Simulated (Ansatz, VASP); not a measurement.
# One calculation of Zr3SiF2, two programs

```
Zr Si F
1.0
     6.38333    0.00000    0.00000
    -3.19167    5.52813    0.00000
     0.00000    0.00000    7.78467
Zr Si F
6 2 4
Direct
  0.16152 0.32304 0.75000
  0.67696 0.83848 0.75000
  0.16152 0.83848 0.75000
  0.83848 0.67696 0.25000
  0.32304 0.16152 0.25000
  0.83848 0.16152 0.25000
  0.00000 0.00000 0.00000
  0.00000 0.00000 0.50000
  0.66667 0.33333 0.08793
  0.33333 0.66667 0.91207
  0.33333 0.66667 0.58793
  0.66667 0.33333 0.41207
```

Change from the starting cell: species swapped into the Hf2Cr3Si type (P6_3/mmc, No. 194).

Alike in both runs: functional PBE; k mesh 6 × 6 × 6; occupations gaussian, width 0.1 eV; no spin polarisation.

Ansatz relaxed the structure, and its values are those at the end. VASP's run is a single point on that final structure, the one shown.

|  | VASP | Ansatz |
| --- | --- | --- |
| version | VASP 6.6.1 | Ansatz 0.2.0 |
| potentials or method | VASP PAW PBE potentials, release 64 (Zr_sv, Si, F), cutoff 520 eV | scalar-relativistic, plane waves, PAW |
| valence electrons in the cell | 108 | 108 |

Ansatz gave:

| Quantity | Value |
| --- | --- |
| gap on the k mesh at the Fermi level (eV) | none |
| pressure (GPa) | 0.0 |
| rms of the force components (eV/Å) | 0.000 |

Question: Estimate VASP's values.

Answer: gap on the k mesh at the Fermi level (eV): none; pressure (GPa): 0.0; rms of the force components (eV/Å): 0.020.

A gap of «none» marks a metal or a gap that the smearing closes.
